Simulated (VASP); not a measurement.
Runs of VASP 6.6.1 on ZrSc3F2. The structure is that of space group P6/mmm (No. 191), or close to it. The cells are those of the table. The cell was built from a structure type or drawn by symmetry, and may not be a known phase.

| task | spin | cell | k mesh | cutoff (eV) | gap on the mesh (eV) | pressure (GPa) |
| --- | --- | --- | --- | --- | --- | --- |
| single point | off | a = 5.549, b = 5.549, c = 3.379 Å, angles 90.0, 90.0, 120.0°, 6 atoms | 6 × 6 × 6 | 520 | none | (a) |
| single point | collinear | a = 6.541, b = 6.541, c = 2.821 Å, angles 90.0, 90.0, 120.0°, 6 atoms | 3 × 3 × 6 | 520 | none | 0.4 |
| relaxation of cell and atoms | off | relaxed from a = 5.549, b = 5.549, c = 3.379 Å, angles 90.0, 90.0, 120.0°, 6 atoms | 6 × 6 × 6 | 600 | none | -0.1 |
| single point | off | a = 6.541, b = 6.541, c = 2.821 Å, angles 90.0, 90.0, 120.0°, 6 atoms | 6 × 6 × 6 | 520 | none | 0.1 |

Alike in all rows: level PBE; potentials or basis VASP PAW PBE potentials, release 64 (Zr_sv, Sc_sv, F); smearing gaussian 0.1 eV.

Q: Estimate the missing entries.

A: (a) 16.9.

Caveats: some runs use coarse meshes; an odd number of electrons without spin polarisation forces a metal (at least some runs); a magnetic or distorted state may lie lower (at least some runs); the cell stands under pressure (at least some runs).

A k mesh can miss the band edges, and the runs leave out spin-orbit coupling on Zr.

A gap of «none» marks levels without a gap at the run's occupations.
